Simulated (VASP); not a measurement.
# Pd (P6_3/mmc) in VASP: a series of runs

Runs on Pd. Level: PBEsol. Tasks: single point.

All numbers are computed with VASP 6.6.1; they aren't measurements. Logs are shortened: lines on timing, memory, paths and dates and some standing lists are left out, and cuts for length are marked.

## Step 1: The cell of the first run

It takes space group P6_3/mmc (No. 194, hexagonal). The conventional cell has a = 2.831 Å, b = 2.831 Å, c = 4.725 Å, α = 90.00°, β = 90.00°, γ = 120.00°. Pd (site symmetry -6m2) has 12 Pd at 2.83 to 2.87 Å within 3.7 Å.

## Step 2: Single point, PBEsol (volume scaled by 1.12)

INCAR reads:

```
ALGO = Normal ; EDIFF = 1E-6
ENCUT = 520 ; GGA = PS
ISIF = 2 ; ISMEAR = -1
LASPH = True ; LCHARG = False
LREAL = False ; LWAVE = False
NBANDS = 17 ; NELM = 60
PREC = Accurate ; SIGMA = 0.1
```

KPOINTS reads:

```
k-points
0
Gamma
  15 15 8
```

POSCAR reads:

```
Pd
1.0
    2.8312888650      0.0000000000      0.0000000000
   -1.4156444325      2.4519680826      0.0000000000
    0.0000000000      0.0000000000      4.7253153238
Pd
2
Direct
    0.3333333333      0.6666666667      0.2500000000
    0.6666666667      0.3333333333      0.7500000000
```

Potentials or basis: VASP PAW PBE potentials, release 64 (Pd).

Command:

```bash
$ cat potpaw_PBE.64/Pd/POTCAR > POTCAR
$ mpirun -np 1 vasp_std > vasp.out
```

OUTCAR:

```text
EDIFF = 1E-6
   ENCUT = 520
   GGA = PS
   ISIF = 2
   ISMEAR = -1
   LASPH = True
   LREAL = False
   NELM = 60
   PREC = Accurate

 ion  position               nearest neighbor table
   1  0.333  0.667  0.250-   2 2.87   2 2.87   2 2.87   2 2.87   2 2.87   2 2.87
   2  0.667  0.333  0.750-   1 2.87   1 2.87   1 2.87   1 2.87   1 2.87   1 2.87

  LATTYP: Found a hexagonal cell.
 ALAT       =     2.8312888650
 C/A-ratio  =     1.6689626347

  Lattice vectors:

 A1 = (   2.8312888650,   0.0000000000,   0.0000000000)
 A2 = (  -1.4156444325,   2.4519680826,   0.0000000000)
 A3 = (   0.0000000000,   0.0000000000,   4.7253153238)

Analysis of symmetry for initial positions (statically):
=====================================================================
 Subroutine PRICEL returns:
 Original cell was already a primitive cell.

 Routine SETGRP: Setting up the symmetry group for a
 hexagonal supercell.

 Subroutine GETGRP returns: Found 24 space group operations
 (whereof 12 operations were pure point group operations)
 out of a pool of 24 trial point group operations.

The static configuration has the point symmetry D_3d.
 The point group associated with its full space group is D_6h.

Analysis of symmetry for dynamics (positions and initial velocities):
=====================================================================
 Subroutine PRICEL returns:
 Original cell was already a primitive cell.

 Routine SETGRP: Setting up the symmetry group for a
 hexagonal supercell.

 Subroutine GETGRP returns: Found 24 space group operations
 (whereof 12 operations were pure point group operations)
 out of a pool of 24 trial point group operations.

The dynamic configuration has the point symmetry D_3d.
 The point group associated with its full space group is D_6h.

 Subroutine INISYM returns: Found 24 space group operations
 (whereof 12 operations are pure point group operations),
 and found     1 'primitive' translations

----------------------------------------------------------------------------------------

                                     Primitive cell

  volume of cell :      32.8042

  direct lattice vectors                    reciprocal lattice vectors
     2.831288865  0.000000000  0.000000000     0.353196035  0.203917826  0.000000000
    -1.415644432  2.451968083  0.000000000     0.000000000  0.407835651  0.000000000
     0.000000000  0.000000000  4.725315324     0.000000000  0.000000000  0.211626089

  length of vectors
     2.831288865  2.831288865  4.725315324     0.407835651  0.407835651  0.211626089
[... 75 lines left out ...]
   ISPIN  =      1    spin polarized calculation?
   LNONCOLLINEAR =      F non collinear calculations
   LSORBIT =      F    spin-orbit coupling
   LASPH  =      T    aspherical Exc in radial PAW
   ENCUT  =  520.0 eV  38.22 Ry    6.18 a.u.   5.26  5.26  8.79*2*pi/ulx,y,z
   NELM   =     60;   NELMIN=  2; NELMDL= -5     # of ELM steps
   EDIFF  = 0.1E-05   stopping-criterion for ELM
   LREAL  =      F    real-space projection
   EDIFFG = 0.1E-04   stopping-criterion for IOM
   NSW    =      0    number of steps for IOM
   IBRION =     -1    ionic relax: 0-MD 1-quasi-New 2-CG
   NFREE  =      0    steps in history (QN), initial steepest desc. (CG)
   ISIF   =      2    stress and relaxation
   ISYM   =      2    0-nonsym 1-usesym 2-fastsym
   POTIM  = 0.5000    time-step for ionic-motion
   TEBEG  =    0.0;   TEEND  =   0.0 temperature during run
   PSTRESS=    0.0 pullay stress
   NELECT =      20.0000    total number of electrons
   NUPDOWN=      -1.0000    fix difference up-down
   EMIN   =  10.00;   EMAX   =-10.00  energy-range for DOS
   EFERMI =   0.00;   METHOD = LEGACY
   ISMEAR =    -1;   SIGMA  =   0.10  broadening in eV -4-tet -1-fermi 0-gaus
   EFERMI_NEDOS =   21; number of points for ismear=-14 and -15
   IALGO  =     38    algorithm
   IMIX   =      4    mixing-type and parameters
     AMIX     =   0.40;   BMIX     =  1.00
     AMIX_MAG =   1.60;   BMIX_MAG =  1.00
  volume/ion in A,a.u.               =      16.40       110.69
  Fermi-wavevector in a.u.,A,eV,Ry     =   1.388167  2.623254 26.218512  1.927006
  Thomas-Fermi vector in A             =   2.512318
   LORBIT       =      0    0 simple, 1 ext, 2 COOP (PROOUT), +10 PAW based schemes
   GGA     = PS    functional components
   LHFCALC =     F    Hartree Fock is set to
   AEXX    =    0.0000 exact exchange contribution
   IVDW    =     0    specifies the selected vdW correction
   LEPSILON=     F    determine dielectric tensor
   LRPA    =     F    only Hartree local field effects (RPA)
 non-spin polarized calculation
  energy-cutoff  :      520.00
  volume of cell :       32.80
 maximum number of plane-waves:       895
 NGX is ok and might be reduce to    24
   NGX = 11   NGY = 11   NGZ = 17

 number of electron      19.9999998 magnetization

 Free energy of the ion-electron system (eV)
  ---------------------------------------------------
  ext. energy  EPLUGINS =         0.00000000
  ---------------------------------------------------
  free energy    TOTEN  =       -11.71723770 eV

  energy without entropy =      -11.56835423  energy(sigma->0) =      -11.64279597

 E-fermi :   7.9634     XC(G=0): -12.7285

 val. band max:        7.9614172962   @ k =   0.4667   0.0667   0.3750
 cond. band min:       7.9655709191   @ k =   0.2667   0.2000   0.5000
 fundamental gap:      0.0041536229
 Fermi energy:         7.9633929076

 k-point     1 :       0.0000    0.0000    0.0000
  band No.  band energies     occupation
      1       1.4857      2.00000
      2       3.3509      2.00000
      3       5.4204      2.00000
      4       5.6179      2.00000
      5       5.6179      2.00000
      6       5.9127      2.00000
[... 457 lines left out ...]
      4       5.4528      2.00000
      5       5.5915      2.00000
      6       5.6859      2.00000
[... 9 lines left out ...]
     16      20.3118      0.00000
     17      21.1148      0.00000

 [... further k-points ...]
[... 5 lines left out ...]
  --------------------------------------------------------------------------------------
  -------------------------------------------------------------------------------------
  Total       -3.4300600     -3.4300600     -3.4506517     -0.0000000      0.0000000      0.0000000
  in kB     -167.5261132   -167.5261132   -168.5318226     -0.0000000      0.0000000      0.0000000
  external PRESSURE =    -167.8613497 kB  Pullay stress =       0.0000000 kB

 VOLUME and BASIS-vectors are now :
 -----------------------------------------------------------------------------
  energy-cutoff  :      520.00
  volume of cell :       32.80
      direct lattice vectors                 reciprocal lattice vectors
     2.831288865  0.000000000  0.000000000     0.353196035  0.203917826  0.000000000
    -1.415644432  2.451968083  0.000000000     0.000000000  0.407835651  0.000000000
     0.000000000  0.000000000  4.725315324     0.000000000  0.000000000  0.211626089

 POSITION                                       TOTAL-FORCE (eV/Angst)
 -----------------------------------------------------------------------------------
     -0.00000      1.63465      1.18133         0.000000     -0.000000      0.000000
      1.41564      0.81732      3.54399        -0.000000      0.000000      0.000000
 -----------------------------------------------------------------------------------
    total drift:                               -0.000000      0.000000     -0.000000

  FREE ENERGIE OF THE ION-ELECTRON SYSTEM (eV)
  ---------------------------------------------------
  free  energy   TOTEN  =       -11.7172376997 eV

  energy  without entropy=      -11.5683542338  energy(sigma->0) =      -11.64279597
```

It took 60 s on 1 thread of Intel Xeon Platinum 8259CL at 2.50GHz (Skylake/Cascade Lake), shared host; peak memory 0.19 GiB.

Results:

* Free energy: -11.7172 eV
* Pressure: -16.8 GPa
* Band gap on the k mesh: zero (band 10 reaches 8.09 eV, above the bottom of band 11 at 7.34 eV)

Caveat: the PAW data sets were made with another functional, which shifts forces and pressure a little.

(Part 1 of 2 ends here.)
